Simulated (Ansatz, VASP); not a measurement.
## Ge: VASP beside Ansatz

```xyz
8
Lattice="4.7825 2.7612 2.1684 -4.7825 2.7612 2.1684 0.0000 -5.5224 2.1684" Properties=species:S:1:pos:R:3 pbc="T T T"
Ge    0.0000    0.0000    4.6580
Ge    0.0000    0.0000    1.8472
Ge   -3.3306   -0.8567    2.7899
Ge    2.4073   -2.4560    2.7899
Ge    0.9234    3.3128    2.7899
Ge    3.3306    0.8567    3.7153
Ge   -2.4073    2.4560    3.7153
Ge   -0.9234   -3.3128    3.7153
```

Alike in both runs: task single point; functional LDA; k mesh 9 × 9 × 9; occupations gaussian, width 0.15 eV; no spin polarisation.

```csv
,VASP,Ansatz
version,VASP 6.6.1,Ansatz 0.2.0
potentials or method,"VASP PAW LDA potentials, release 64 (Ge_d), cutoff 520 eV","scalar-relativistic, plane waves, PAW"
valence electrons in the cell,112,112
```

|  | VASP | Ansatz | Ansatz less VASP |
| --- | --- | --- | --- |
| gap on the k mesh at the Fermi level (eV) | none | none | - |
| pressure (GPa) | -3.1 | -3.1 | 0.00 |
| traceless stress, the component that is largest in VASP (GPa) | -9.19 | -9.11 | +0.084 |
| rms of the force components (eV/Å) | 0.396 | 0.392 | -0.0044 |

Ansatz warns that its potentials were made for another functional, while VASP's fit it. LDA's correlation is that of Perdew and Zunger in VASP and of Perdew and Wang (1992) in Ansatz. Atom by atom the forces differ by 0.006 eV/Å (rms over components). A gap of «none» marks a metal or a gap that the smearing closes.
